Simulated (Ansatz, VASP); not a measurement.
## As: VASP beside Ansatz

```xyz
2
Lattice="1.8424 1.0637 3.4423 -1.8424 1.0637 3.4423 0.0000 -2.1274 3.4423" Properties=species:S:1:pos:R:3 pbc="T T T"
As    0.0000    0.0000    2.3339
As    0.0000    0.0000    7.9931
```

Alike in both runs: task single point; functional PBE0; k mesh 4 × 4 × 4; occupations fermi-dirac, width 0.05 eV; no spin polarisation.

|  | VASP | Ansatz |
| --- | --- | --- |
| version | VASP 6.6.1 | Ansatz 0.2.0 |
| potentials or method | VASP PAW PBE potentials, release 64 (As) | Ansatz PAW |
| plane-wave cutoff (eV) | 520 | 420 |
| valence electrons in the cell | 10 | 30 |

Ansatz gave:

```
gap on the k mesh at the Fermi level (eV)                     : 0.74
least direct gap on the mesh (eV)                             : 1.04
pressure (GPa)                                                : 6.9
traceless stress, the component that is largest in VASP (GPa) : -3.27
rms of the force components (eV/Å)                            : 0.131
```

**Question.** What did VASP give for the same quantities?

**Answer.** gap on the k mesh at the Fermi level (eV): 0.87; least direct gap on the mesh (eV): 1.11; pressure (GPa): 6.5; traceless stress, the component that is largest in VASP (GPa): -3.30; rms of the force components (eV/Å): 0.142.

Atom by atom the forces differ by 0.011 eV/Å (rms over components). The functional is the same, so the differences come from potentials, cutoffs and numerics. VASP's potentials hold 10 valence electrons a cell and Ansatz's 30, so a difference there can come from the potentials and not from the codes.

The k mesh is coarse, so the values compare programs but aren't converged.
